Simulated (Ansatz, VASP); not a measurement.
# One calculation of Al2P, two programs

```xyz
3
Lattice="2.6223 0.0000 0.0000 0.0000 3.8819 0.0000 0.0000 0.0000 6.0477" Properties=species:S:1:pos:R:3 pbc="T T T"
Al    1.3111    0.0000    1.3929
Al    1.3111    0.0000    4.6548
P     1.3111    1.9409    3.0239
```

Alike in both runs: functional PBE; k mesh 6 × 4 × 4; occupations gaussian, width 0.1 eV; no spin polarisation.

Ansatz relaxed the structure, and its values are those at the end. VASP's run is a single point on that final structure, the one shown.

|  | VASP | Ansatz |
| --- | --- | --- |
| version | VASP 6.6.1 | Ansatz 0.2.0 |
| potentials or method | VASP PAW PBE potentials, release 64 (Al, P), cutoff 520 eV | scalar-relativistic, plane waves, PAW |
| valence electrons in the cell | 11 | 11 |

|  | VASP | Ansatz | Ansatz less VASP |
| --- | --- | --- | --- |
| gap on the k mesh at the Fermi level (eV) | none | none | - |
| pressure (GPa) | 0.0 | 0.0 | +0.05 |

A gap of «none» marks a metal or a gap that the smearing closes.

The k mesh is coarse, so the values compare programs but aren't converged.
